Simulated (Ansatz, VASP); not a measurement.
Two plane-wave programs on Sb

```
Sb
1.0
     3.37496    0.00000    0.00000
    -1.68748    2.92280    0.00000
     0.00000    0.00000    5.51131
Sb
2
Cartesian
  0.0000 1.9485 1.3778
  1.6875 0.9743 4.1335
```

Alike in both runs: task relaxation of cell and atoms; functional RPBE; k mesh 11 × 11 × 6; occupations fermi-dirac, width 0.1 eV; no spin polarisation.

```csv
,VASP,Ansatz
version,VASP 6.6.1,Ansatz 0.2.0
potentials or method,"VASP PAW PBE potentials, release 64 (Sb), cutoff 600 eV","plane waves (420 eV) with PAW, scalar-relativistic"
valence electrons in the cell,10,30
```

```csv
,VASP,Ansatz,Ansatz less VASP
relaxed volume (Å³/atom),27.92,28.04,+0.117
relaxed length of the cell vector where the two differ most in proportion (Å),5.617,5.626,+0.0091
```

VASP's potentials were made for PBE, not for RPBE. VASP's potentials hold 10 valence electrons a cell and Ansatz's 30, so a difference there can come from the potentials and not from the codes.

Neither program's run includes spin-orbit coupling.
